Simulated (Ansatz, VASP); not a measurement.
**One calculation of BO, two programs**

```
B O
1.0
     1.19633    0.69070    4.64586
    -1.19633    0.69070    4.64586
     0.00000   -1.38141    4.64586
B O
1 1
Direct
  0.26628 0.26628 0.26628
  0.97589 0.97589 0.97589
```

Alike in both runs: task single point; functional PBE; k mesh 12 × 12 × 12; occupations gaussian, width 0.1 eV; collinear spin.

|  | VASP | Ansatz |
| --- | --- | --- |
| version | VASP 6.6.1 | Ansatz 0.2.0 |
| potentials or method | VASP PAW PBE potentials, release 64 (B, O), cutoff 520 eV | scalar-relativistic, plane waves, PAW |
| valence electrons in the cell | 9 | 9 |

Ansatz gave:

```
gap on the k mesh at the Fermi level (eV)                     : none
pressure (GPa)                                                : 2.9
traceless stress, the component that is largest in VASP (GPa) : -7.11
rms of the force components (eV/Å)                            : 0.563
net moment per atom (μB)                                      : 0.42
size of the moment on the site where the two differ most (μB) : 0.18
```

Problem. What did VASP give for the same quantities?

Solution. gap on the k mesh at the Fermi level (eV): none; pressure (GPa): 3.5; traceless stress, the component that is largest in VASP (GPa): -8.00; rms of the force components (eV/Å): 0.573; net moment per atom (μB): 0.42; size of the moment on the site where the two differ most (μB): 0.35.

Site moments also hang on the region over which each program counts them. Atom by atom the forces differ by 0.011 eV/Å (rms over components). A gap of «none» marks a metal or a gap that the smearing closes.
